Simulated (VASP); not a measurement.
# CuI2 (fluorite type) (Fm-3m) in VASP: further runs

Runs on CuI2 (fluorite type). Level: PBE. Tasks: electric field gradients, single point.

Program: VASP 6.6.1. These are calculated values, not measurements. Logs are shortened: lines on timing, memory, paths and dates and some standing lists are left out, and cuts for length are marked.

**1. The cell of the first run**

The structure is cubic, space group Fm-3m (No. 225). The conventional cell has a = 7.172 Å, b = 7.172 Å, c = 7.172 Å, α = 90.00°, β = 90.00°, γ = 90.00°. Cu (site symmetry m-3m) has 8 I at 3.11 Å within 4.1 Å. I (site symmetry -43m) has 4 Cu at 3.11 Å and 6 I at 3.59 Å within 4.1 Å.

**2. Electric field gradients, PBE**

INCAR reads:

```
ALGO = Normal
EDIFF = 1E-8
ENCUT = 520
GGA = PE
ISIF = 2
ISMEAR = -1
LASPH = True
LCHARG = False
LEFG = True
LREAL = False
LWAVE = False
NBANDS = 20
NELM = 100
PREC = Accurate
SIGMA = 0.03
```

KPOINTS reads:

```
k-points
0
Gamma
  12 12 12
```

POSCAR reads:

```
CuI2
1.0
    0.0000000000      3.5859968085      3.5859968085
    3.5859968085      0.0000000000      3.5859968085
    3.5859968085      3.5859968085      0.0000000000
Cu I
1 2
Direct
    0.0000000000      0.0000000000      0.0000000000
    0.2500000000      0.2500000000      0.2500000000
    0.7500000000      0.7500000000      0.7500000000
```

Potentials or basis: VASP PAW PBE potentials, release 64 (Cu, I).

The run is started by

```bash
> cat potpaw_PBE.64/Cu/POTCAR potpaw_PBE.64/I/POTCAR > POTCAR
> mpirun -np 1 vasp_std > vasp.out
```

OUTCAR:

```text
EDIFF = 1E-8
   ENCUT = 520
   GGA = PE
   ISIF = 2
   ISMEAR = -1
   LASPH = True
   LREAL = False
   NELM = 100
   PREC = Accurate

 ion  position               nearest neighbor table
   1  0.000  0.000  0.000-   3 3.11   3 3.11   3 3.11   2 3.11   3 3.11   2 3.11   2 3.11   2 3.11

   2  0.250  0.250  0.250-   1 3.11   1 3.11   1 3.11   1 3.11
   3  0.750  0.750  0.750-   1 3.11   1 3.11   1 3.11   1 3.11

  LATTYP: Found a face centered cubic cell.
 ALAT       =     7.1719936170

  Lattice vectors:

 A1 = (   0.0000000000,   3.5859968085,   3.5859968085)
 A2 = (   3.5859968085,   0.0000000000,   3.5859968085)
 A3 = (   3.5859968085,   3.5859968085,   0.0000000000)

Analysis of symmetry for initial positions (statically):
=====================================================================
 Subroutine PRICEL returns:
 Original cell was already a primitive cell.

 Routine SETGRP: Setting up the symmetry group for a
 face centered cubic supercell.

 Subroutine GETGRP returns: Found 48 space group operations
 (whereof 48 operations were pure point group operations)
 out of a pool of 48 trial point group operations.

The static configuration has the point symmetry O_h .

Analysis of symmetry for dynamics (positions and initial velocities):
=====================================================================
 Subroutine PRICEL returns:
 Original cell was already a primitive cell.

 Routine SETGRP: Setting up the symmetry group for a
 face centered cubic supercell.

 Subroutine GETGRP returns: Found 48 space group operations
 (whereof 48 operations were pure point group operations)
 out of a pool of 48 trial point group operations.

The dynamic configuration has the point symmetry O_h .

 Subroutine INISYM returns: Found 48 space group operations
 (whereof 48 operations are pure point group operations),
 and found     1 'primitive' translations

----------------------------------------------------------------------------------------

                                     Primitive cell

  volume of cell :      92.2273

  direct lattice vectors                    reciprocal lattice vectors
     0.000000000  3.585996809  3.585996809    -0.139431245  0.139431245  0.139431245
     3.585996809  0.000000000  3.585996809     0.139431245 -0.139431245  0.139431245
     3.585996809  3.585996809  0.000000000     0.139431245  0.139431245 -0.139431245

  length of vectors
     5.071365321  5.071365321  5.071365321     0.241502001  0.241502001  0.241502001

  position of ions in fractional coordinates (direct lattice)
     0.000000000  0.000000000  0.000000000
     0.250000000  0.250000000  0.250000000
     0.750000000  0.750000000  0.750000000

  ion indices of the primitive-cell ions
   primitive index   ion index
                 1           1
                 2           2
                 3           3

----------------------------------------------------------------------------------------

 KPOINTS: k-points

Automatic generation of k-mesh.
 Grid dimensions read from file:
 generate k-points for:   12   12   12

 Generating k-lattice:

  Cartesian coordinates                     Fractional coordinates (reciprocal lattice)
    -0.011619270  0.011619270  0.011619270     0.083333333  0.000000000  0.000000000
     0.011619270 -0.011619270  0.011619270     0.000000000  0.083333333  0.000000000
     0.011619270  0.011619270 -0.011619270     0.000000000  0.000000000  0.083333333

  Length of vectors
     0.020125167  0.020125167  0.020125167

  Shift w.r.t. Gamma in fractional coordinates (k-lattice)
     0.000000000  0.000000000  0.000000000

 Subroutine IBZKPT returns following result:
 ===========================================

 Found     72 irreducible k-points:

 Following reciprocal coordinates:
            Coordinates               Weight
  0.000000  0.000000  0.000000      1.000000
  0.083333  0.000000  0.000000      8.000000
  0.166667  0.000000  0.000000      8.000000
  0.250000  0.000000  0.000000      8.000000
  0.333333  0.000000  0.000000      8.000000
  0.416667  0.000000  0.000000      8.000000
[... 16 lines left out ...]
  0.500000  0.166667  0.000000     24.000000
 -0.416667  0.166667  0.000000     24.000000
 [... further k-points ...]
   k-points           NKPTS =     72   k-points in BZ     NKDIM =     72   number of bands    NBANDS=     20
   number of dos      NEDOS =    301   number of ions     NIONS =      3
   total plane-waves  NPLWV =  64000
   dimension x,y,z NGX =    40 NGY =   40 NGZ =   40
   dimension x,y,z NGXF=    80 NGYF=   80 NGZF=   80
   ions per type =               1   2
   NGX,Y,Z   is equivalent  to a cutoff of  13.11, 13.11, 13.11 a.u.
   NGXF,Y,Z  is equivalent  to a cutoff of  26.23, 26.23, 26.23 a.u.
 SYSTEM =  unknown system
   PREC   = accura    normal or accurate (medium, high low for compatibility)
   ISTART =      0    job   : 0-new  1-cont  2-samecut
   ICHARG =      2    charge: 1-file 2-atom 10-const
   ISPIN  =      1    spin polarized calculation?
   LNONCOLLINEAR =      F non collinear calculations
   LSORBIT =      F    spin-orbit coupling
   LASPH  =      T    aspherical Exc in radial PAW
   ENCUT  =  520.0 eV  38.22 Ry    6.18 a.u.   9.43  9.43  9.43*2*pi/ulx,y,z
   NELM   =    100;   NELMIN=  2; NELMDL= -5     # of ELM steps
   EDIFF  = 0.1E-07   stopping-criterion for ELM
   LREAL  =      F    real-space projection
   EDIFFG = 0.1E-06   stopping-criterion for IOM
   NSW    =      0    number of steps for IOM
   IBRION =     -1    ionic relax: 0-MD 1-quasi-New 2-CG
   NFREE  =      0    steps in history (QN), initial steepest desc. (CG)
   ISIF   =      2    stress and relaxation
   ISYM   =      2    0-nonsym 1-usesym 2-fastsym
   POTIM  = 0.5000    time-step for ionic-motion
   TEBEG  =    0.0;   TEEND  =   0.0 temperature during run
   PSTRESS=    0.0 pullay stress
   NELECT =      25.0000    total number of electrons
   NUPDOWN=      -1.0000    fix difference up-down
   EMIN   =  10.00;   EMAX   =-10.00  energy-range for DOS
   EFERMI =   0.00;   METHOD = LEGACY
   ISMEAR =    -1;   SIGMA  =   0.03  broadening in eV -4-tet -1-fermi 0-gaus
   EFERMI_NEDOS =   21; number of points for ismear=-14 and -15
   IALGO  =     38    algorithm
   IMIX   =      4    mixing-type and parameters
     AMIX     =   0.40;   BMIX     =  1.00
     AMIX_MAG =   1.60;   BMIX_MAG =  1.00
  volume/ion in A,a.u.               =      30.74       207.46
  Fermi-wavevector in a.u.,A,eV,Ry     =   1.059502  2.002168 15.273132  1.122544
  Thomas-Fermi vector in A             =   2.194849
   LORBIT       =      0    0 simple, 1 ext, 2 COOP (PROOUT), +10 PAW based schemes
   GGA     = PE    functional components
   LHFCALC =     F    Hartree Fock is set to
   AEXX    =    0.0000 exact exchange contribution
   IVDW    =     0    specifies the selected vdW correction
   LEPSILON=     F    determine dielectric tensor
   LRPA    =     F    only Hartree local field effects (RPA)
 non-spin polarized calculation
  energy-cutoff  :      520.00
  volume of cell :       92.23
 maximum number of plane-waves:      2510
 NGX is ok and might be reduce to    40
   NGX = 19   NGY = 19   NGZ = 19

 number of electron      25.0000011 magnetization

 Free energy of the ion-electron system (eV)
  ---------------------------------------------------
  ext. energy  EPLUGINS =         0.00000000
  ---------------------------------------------------
  free energy    TOTEN  =        -5.71472642 eV

  energy without entropy =       -5.70505684  energy(sigma->0) =       -5.70989163

 E-fermi :   4.2852     XC(G=0):  -8.9669

 val. band max:        4.2803592908   @ k =  -0.2500   0.2500   0.0000
 cond. band min:       4.2883025769   @ k =   0.3333   0.3333   0.0000
 fundamental gap:      0.0079432862
 Fermi energy:         4.2852417604

 k-point     1 :       0.0000    0.0000    0.0000
  band No.  band energies     occupation
      1      -9.2344      2.00000
      2      -7.1551      2.00000
      3       0.6671      2.00000
      4       0.6671      2.00000
      5       0.6671      2.00000
      6       2.6802      2.00000
[... 12 lines left out ...]
     19      10.3470      0.00000
[... 513 lines left out ...]
      4       0.7051      2.00000
      5       1.0431      2.00000
      6       1.8343      2.00000
[... 12 lines left out ...]
     19      13.0435      0.00000
     20      13.5804      0.00000

 [... further k-points ...]

------------------------ aborting loop because EDIFF is reached ----------------------------------------

  FORCE on cell =-STRESS in cart. coord.  units (eV):
  Direction    XX          YY          ZZ          XY          YZ          ZX
  --------------------------------------------------------------------------------------
  -------------------------------------------------------------------------------------
  Total       -0.0052013     -0.0052013     -0.0052013      0.0000000      0.0000000      0.0000000
  in kB       -0.0903574     -0.0903574     -0.0903574      0.0000000      0.0000000      0.0000000
  external PRESSURE =      -0.0903574 kB  Pullay stress =       0.0000000 kB

 VOLUME and BASIS-vectors are now :
 -----------------------------------------------------------------------------
  energy-cutoff  :      520.00
  volume of cell :       92.23
      direct lattice vectors                 reciprocal lattice vectors
     0.000000000  3.585996809  3.585996809    -0.139431245  0.139431245  0.139431245
     3.585996809  0.000000000  3.585996809     0.139431245 -0.139431245  0.139431245
     3.585996809  3.585996809  0.000000000     0.139431245  0.139431245 -0.139431245

 POSITION                                       TOTAL-FORCE (eV/Angst)
 -----------------------------------------------------------------------------------
      0.00000      0.00000      0.00000         0.000000     -0.000000      0.000000
      1.79300      1.79300      1.79300        -0.000000     -0.000000     -0.000000
      5.37900      5.37900      5.37900         0.000000      0.000000      0.000000
 -----------------------------------------------------------------------------------
    total drift:                               -0.000000      0.000000      0.000000

  FREE ENERGIE OF THE ION-ELECTRON SYSTEM (eV)
  ---------------------------------------------------
  free  energy   TOTEN  =        -5.7147264238 eV

  energy  without entropy=       -5.7050568446  energy(sigma->0) =       -5.70989163

 Electric field gradients (V/A^2)
---------------------------------------------------------------------
 ion       V_xx      V_yy      V_zz      V_xy      V_xz      V_yz
---------------------------------------------------------------------
   1       0.000     0.000    -0.000     0.004     0.004     0.004
   2       0.000     0.000    -0.000    -0.000    -0.000    -0.000
   3       0.000     0.000    -0.000    -0.000    -0.000    -0.000
---------------------------------------------------------------------

 Electric field gradients after diagonalization (V/A^2)
 (convention: |V_zz| > |V_xx| > |V_yy|)
----------------------------------------------------------------------
 ion       V_xx      V_yy      V_zz     asymmetry (V_yy - V_xx)/ V_zz
----------------------------------------------------------------------
   1      -0.004    -0.004     0.007       0.000
   2       0.000     0.000    -0.000       0.000
   3       0.000     0.000    -0.000       0.000
----------------------------------------------------------------------

           NMR quadrupolar parameters

 Cq : quadrupolar parameter    Cq=e*Q*V_zz/h
 eta: asymmetry parameters     (V_yy - V_xx)/ V_zz
 Q  : nuclear electric quadrupole moment in mb (millibarn)
----------------------------------------------------------------------
 ion       Cq(MHz)       eta       Q (mb)
----------------------------------------------------------------------
   1       0.000       0.000       1.000
   2      -0.000       0.000       1.000
   3      -0.000       0.000       1.000
----------------------------------------------------------------------
```

Run time: 5 min. Hardware: 1 thread of Intel Xeon Platinum 8375C at 2.90GHz (Ice Lake), shared host; peak memory 0.32 GiB.

What came out:

```
Free energy                             : -5.7147 eV
Pressure                                : 0.0 GPa
Band gap on the k mesh                  : zero (an odd number of electrons rules out a gap without spin polarisation)
Largest electric field gradient by atom : under 0.05 V/Å² on every atom
```

Caveat: spin-orbit coupling is left out, which moves the levels of the heavy elements; an odd number of electrons without spin polarisation forces a metal; a magnetic or distorted state may lie lower.

**3. Single point, PBE**

POSCAR is that of step 2.

INCAR.step1 reads:

```
SYSTEM = CuI2
PREC = Accurate
ENCUT = 520
EDIFF = 1E-7
ISMEAR = -1
SIGMA = 0.03
LREAL = .FALSE.
LASPH = .TRUE.
NELM = 60
ALGO = Normal
ISIF = 2
LWAVE = .FALSE.
LCHARG = .TRUE.
LMAXMIX = 4
GGA = PE
NBANDS = 20
```

KPOINTS.step1 reads:

```
Automatic mesh
0
G
  12 12 12
  0 0 0
```

INCAR.step2 reads:

```
SYSTEM = CuI2
PREC = Accurate
ENCUT = 520
EDIFF = 1E-7
ISMEAR = -5
SIGMA = 0.03
LREAL = .FALSE.
LASPH = .TRUE.
NELM = 60
ALGO = Normal
ISIF = 2
LWAVE = .FALSE.
LCHARG = .FALSE.
LMAXMIX = 4
GGA = PE
LORBIT = 11
NEDOS = 1001
ICHARG = 11
```

KPOINTS.step2 reads:

```
Automatic mesh
0
G
  18 18 18
  0 0 0
```

Potentials or basis: VASP PAW PBE potentials, release 64 (Cu, I).

The run is started by

```bash
> cat potpaw_PBE.64/Cu/POTCAR potpaw_PBE.64/I/POTCAR > POTCAR
> cp INCAR.step1 INCAR
> cp KPOINTS.step1 KPOINTS
> mpirun -np 1 vasp_std > vasp.out
> cp INCAR.step2 INCAR
> cp KPOINTS.step2 KPOINTS
> mpirun -np 1 vasp_std > vasp.out
```

Wall time 8.6 min (1 thread of Intel Xeon Platinum 8375C at 2.90GHz (Ice Lake), shared host); peak memory 0.46 GiB.

It converged, with:

```
Valence electrons inside the program's atomic spheres : Cu 9.68; I 4.23
```

Levels at points of the mesh, in eV from the Fermi level:
```tsv
k point	band 11	band 12	band 13	band 14	band 15	band 16
(0.00, 0.00, 0.00)	-0.88	-0.88	-0.88	1.00	3.53	3.53
(0.50, 0.00, 0.00)	-1.45	-0.75	-0.75	3.03	5.90	5.90
(0.50, 0.50, 0.00)	0.26	0.26	0.37	1.31	5.14	7.14
```

Caveat: spin-orbit coupling is left out, which moves the levels of the heavy elements; an odd number of electrons without spin polarisation forces a metal; a magnetic or distorted state may lie lower.
